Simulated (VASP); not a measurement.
**TaN (CsCl type): single point with PBE**

Crystal: TaN (CsCl type).

```
Ta N
1.0
     2.33574    0.00000    0.00000
     0.00000    2.33574    0.00000
     0.00000    0.00000    2.33574
Ta N
1 1
Direct
  0.00000 0.00000 0.00000
  0.50000 0.50000 0.50000
```

```json
{
 "Program": "VASP 6.6.1",
 "Task": "single point",
 "Functional": "PBE",
 "Potentials or basis": "VASP PAW PBE potentials, release 64 (Ta_pv, N)",
 "Cutoff": "520 eV",
 "k mesh": "16 × 16 × 16",
 "Occupations": "fermi-dirac, width 0.1 eV",
 "Spin": "no spin polarisation"
}
```

| Item | Value |
| --- | --- |
| Pressure | 451.4 GPa |
| Band gap on the k mesh | zero (band 8 reaches 27.17 eV, above the bottom of band 9 at 12.41 eV) |

Levels at points of the mesh, in eV from the Fermi level:
| k point | band 6 | band 7 | band 8 | band 9 | band 10 | band 11 |
| --- | --- | --- | --- | --- | --- | --- |
| (0.00, 0.00, 0.00) | -9.06 | -3.86 | -3.86 | -3.86 | 6.50 | 6.50 |
| (0.50, 0.00, 0.00) | -8.13 | -8.13 | -6.74 | 6.79 | 7.91 | 8.65 |
| (0.50, 0.50, 0.00) | -7.68 | -5.50 | -3.82 | 0.13 | 0.13 | 3.21 |
| (0.50, 0.50, 0.50) | -15.51 | -15.51 | 10.83 | 10.83 | 10.83 | 13.20 |

Run time: 11 s on 1 thread of Intel(R) Xeon(R) 6975P-C (Granite Rapids) (shared host), peak memory 0.14 GiB.

Caveat: spin-orbit coupling is left out, which moves the levels of the heavy elements.
